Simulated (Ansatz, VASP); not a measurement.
**ZrS2: VASP beside Ansatz**

The input INCAR:

```
  PREC = Accurate
  ENCUT = 500
  EDIFF = 1E-6
  ISMEAR = -1
  SIGMA = 0.02
  LREAL = False
  LASPH = True
  NELM = 120
  ALGO = Normal
  ISIF = 2
  LWAVE = False
  LCHARG = False
  GGA = PE
  NBANDS = 19
  GGA_COMPAT = False
```

The input KPOINTS:

```
Automatic mesh
0
Gamma
  12 12 4
```

POSCAR

```
ZrS2
1.0
    3.5641671124      0.0000000000      0.0000000000
   -1.7820835562      3.0866592627      0.0000000000
    0.0000000000      0.0000000000      5.9350537783
Zr S
1 2
Direct
    0.0000000000      0.0000000000      0.0000000000
    0.3333333333      0.6666666667      0.2515421988
    0.6666666667      0.3333333333      0.7484578012
```

Input for Ansatz:

```yaml
crystal:
  lattice:
    - [3.5641671124, 0.0, 0.0]
    - [-1.7820835562, 3.0866592627, 0.0]
    - [0.0, 0.0, 5.9350537783]
  atoms:
    - { symbol: Zr, position: [0.0, 0.0, 0.0] }
    - { symbol: S, position: [0.3333333333, 0.6666666667, 0.2515421988] }
    - { symbol: S, position: [0.6666666667, 0.3333333333, 0.7484578012] }
kpoints:
  mp_grid: { grid: [12, 12, 4] }
  band_path:
    path:
      - [0.0, 0.0, 0.0]
      - [0.5, 0.0, 0.0]
      - [0.3333333333, 0.3333333333, 0.0]
      - [0.0, 0.0, 0.5]
      - [0.5, 0.0, 0.5]
      - [0.3333333333, 0.3333333333, 0.5]
      - [0.0, 0.5, 0.5]
    npoints: 1
hamiltonian:
  xc: pbe
scf:
  occupations: { method: fermi_dirac, width: 0.02 }
  n_extra_bands: 4
output:
  forces: true
  stress: true
  eigenvalues: true
  write_density: true
  write_potential: true
  elf: true
  volumetric_format: npy
```

Change from the starting cell: epitaxial_xy strain -3.0%.

Alike in both runs: task single point; functional PBE; k mesh 12 × 12 × 4; occupations fermi-dirac, width 0.02 eV; no spin polarisation.

|  | VASP | Ansatz |
| --- | --- | --- |
| version | VASP 6.6.1 | Ansatz 0.2.0 |
| potentials or method | VASP PAW PBE potentials, release 64 (Zr_sv, S) | plane waves, PAW |
| plane-wave cutoff (eV) | 500 | 420 |
| valence electrons in the cell | 24 | 24 |

```tsv
	VASP	Ansatz	Ansatz less VASP
pressure (GPa)	4.8	4.9	+0.03
traceless stress, the component that is largest in VASP (GPa)	-2.59	-2.63	-0.031
rms of the force components (eV/Å)	0.030	0.027	-0.0030
```

Atom by atom the forces differ by 0.003 eV/Å (rms over components).
